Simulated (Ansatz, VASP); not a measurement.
Hg: VASP beside Ansatz

```
Hg
1.0
     0.00000    2.39191    2.39191
     2.39191    0.00000    2.39191
     2.39191    2.39191    0.00000
Hg
1
Direct
  0.00000 0.00000 0.00000
```

Alike in both runs: task single point; functional r2SCAN; k mesh 20 × 20 × 20; occupations gaussian, width 0.15 eV; no spin polarisation.

|  | VASP | Ansatz |
| --- | --- | --- |
| version | VASP 6.6.1 | Ansatz 0.2.0 |
| potentials or method | VASP PAW PBE potentials, release 64 (Hg), cutoff 520 eV | scalar-relativistic, plane waves, PAW |
| valence electrons in the cell | 12 | 20 |

```csv
,VASP,Ansatz,Ansatz less VASP
gap on the k mesh at the Fermi level (eV),none,none,-
pressure (GPa),0.2,0.0,-0.20
```

VASP's potentials were made for PBE, not for r2SCAN. A gap of «none» marks a metal or a gap that the smearing closes. VASP's potentials hold 12 valence electrons a cell and Ansatz's 20, so a difference there can come from the potentials and not from the codes.

Spin-orbit coupling is off throughout.
